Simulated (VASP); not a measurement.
Write the native input for VASP 6.6.1 that does the following.

* Task: relaxation of cell and atoms
* Functional: LDA
* Potentials or basis: VASP PAW LDA potentials, release 64 (Au)
* Cutoff: 600 eV
* k mesh: 6 × 6 × 6
* Occupations: methfessel-paxton, width 0.1 eV
* Spin: no spin polarisation
* Dipole correction: no
* Further INCAR settings: ALGO = Normal; EDIFF = 1e-06; IBRION = 2; EDIFFG = -0.03; NSW = 50; ISIF = 3

The structure of Au lies in POSCAR:

```
Au
1.0
    4.0700000000      0.0000000000      0.0000000000
    0.0000000000      4.0700000000      0.0000000000
    0.0000000000      0.0000000000      4.0700000000
Au
4
Direct
    0.0000000000      0.0000000000      0.0000000000
    0.0000000000      0.5000000000      0.5000000000
    0.5000000000      0.0000000000      0.5000000000
    0.5000000000      0.5000000000      0.0000000000
```

These files were run (other wordings do the same):

INCAR

```
SYSTEM = Au
ALGO = Normal
EDIFF = 1E-6
EDIFFG = -0.03
ENCUT = 600
GGA = CA
IBRION = 2
ISIF = 3
ISMEAR = 1
LASPH = .TRUE.
LCHARG = .FALSE.
LREAL = .FALSE.
LWAVE = .FALSE.
NELM = 80
NSW = 50
PREC = Accurate
SIGMA = 0.1
```

KPOINTS

```
k-points
0
G
  6 6 6
  0 0 0
```

Potentials or basis: VASP PAW LDA potentials, release 64 (Au).

Run with:

```console
$ cat potpaw_LDA.64/Au/POTCAR > POTCAR
$ mpirun -np 1 vasp_std > vasp.out
```

Results of the run:

```
Relaxed volume                         : 16.65 Å³/atom
Relaxed cell                           : a = 4.054 Å, b = 4.054 Å, c = 4.054 Å, α = 90.00°, β = 90.00°, γ = 90.00°
Space group after relaxing (to 0.05 Å) : Fm-3m (No. 225)
Energy gained by relaxing              : 1.5 meV/atom
Ionic steps                            : 3
Pressure after relaxing                : 0.0 GPa
Band gap on the k mesh                 : zero (band 22 reaches 10.82 eV, above the bottom of band 23 at 8.57 eV)
```

Caveat: spin-orbit coupling is left out, which moves the levels of the heavy elements.

Run time: 66 s on 1 thread of Intel(R) Xeon(R) Platinum 8259CL CPU @ 2.50GHz (Skylake/Cascade Lake), with other jobs on the host, peak memory 0.18 GiB.
